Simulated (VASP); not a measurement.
Set up this calculation in VASP 6.6.1, as the native input.

```yaml
Task: single point
Functional: PBE
Potentials_or_basis: VASP PAW PBE potentials, release 64 (Si, S)
Cutoff: 400 eV
k_mesh: 8 × 8 × 8
Occupations: gaussian, width 0.05 eV
Spin: no spin polarisation
Dipole_correction: no
k_mesh_for_the_DOS: 12 × 12 × 12
Occupations_for_the_DOS: tetrahedron
Further_INCAR_settings: ALGO = Normal; EDIFF = 1e-06; NBANDS = 25
```

Crystal: SiS2.

```
Si S
1.0
    -3.14730    5.53388    2.79688
     3.14730   -5.53388    2.79688
     3.14730    5.53388   -2.79688
Si S
2 4
Direct
  0.75000 0.75000 0.00000
  0.25000 0.25000 0.00000
  0.89611 0.81599 0.71211
  0.10389 0.18401 0.28789
  0.39611 0.68401 0.08012
  0.60389 0.31599 0.91988
```

These files were run (other wordings do the same):

POSCAR

```
SiS2
1.0
   -3.1472974623      5.5338764997      2.7968812259
    3.1472974623     -5.5338764997      2.7968812259
    3.1472974623      5.5338764997     -2.7968812259
Si S
2 4
Direct
    0.7500000000      0.7500000000      0.0000000000
    0.2500000000      0.2500000000      0.0000000000
    0.8961120135      0.8159935942      0.7121056077
    0.1038879865      0.1840064058      0.2878943923
    0.3961120135      0.6840064058      0.0801184193
    0.6038879865      0.3159935942      0.9198815807
```

INCAR.step1

```
SYSTEM = SiS2
PREC = Accurate ; ENCUT = 400
EDIFF = 1E-6 ; ISMEAR = 0
SIGMA = 0.05 ; LREAL = .FALSE.
LASPH = .TRUE. ; NELM = 120
ALGO = Normal ; ISIF = 2
LWAVE = .FALSE. ; LCHARG = .TRUE.
GGA = PE ; NBANDS = 25
GGA_COMPAT = .FALSE. ; NEDOS = 2001
LORBIT = 11
```

KPOINTS.step1

```
Automatic mesh
0
G
  8 8 8
  0 0 0
```

INCAR.step2

```
SYSTEM = SiS2
PREC = Accurate ; ENCUT = 400
EDIFF = 1E-6 ; ISMEAR = -5
SIGMA = 0.05 ; LREAL = .FALSE.
LASPH = .TRUE. ; NELM = 120
ALGO = Normal ; ISIF = 2
LWAVE = .FALSE. ; LCHARG = .FALSE.
GGA = PE ; LORBIT = 11
NBANDS = 25 ; NEDOS = 2001
ICHARG = 11 ; GGA_COMPAT = .FALSE.
```

KPOINTS.step2

```
Automatic mesh
0
G
  12 12 12
  0 0 0
```

Potentials or basis: VASP PAW PBE potentials, release 64 (Si, S).

Launch:

```console
$ cat potpaw_PBE.64/Si/POTCAR potpaw_PBE.64/S/POTCAR > POTCAR
$ cp INCAR.step1 INCAR
$ cp KPOINTS.step1 KPOINTS
$ mpirun -np 1 vasp_std > vasp.out
$ cp INCAR.step2 INCAR
$ cp KPOINTS.step2 KPOINTS
$ mpirun -np 1 vasp_std > vasp.out
```

It gave:

```
Valence electrons inside the program's atomic spheres : Si 1.55; S 3.75
```

Wall time 30 min on 1 thread of Oxide Virtual Turin-like Processor (shared host), peak memory 0.76 GiB.
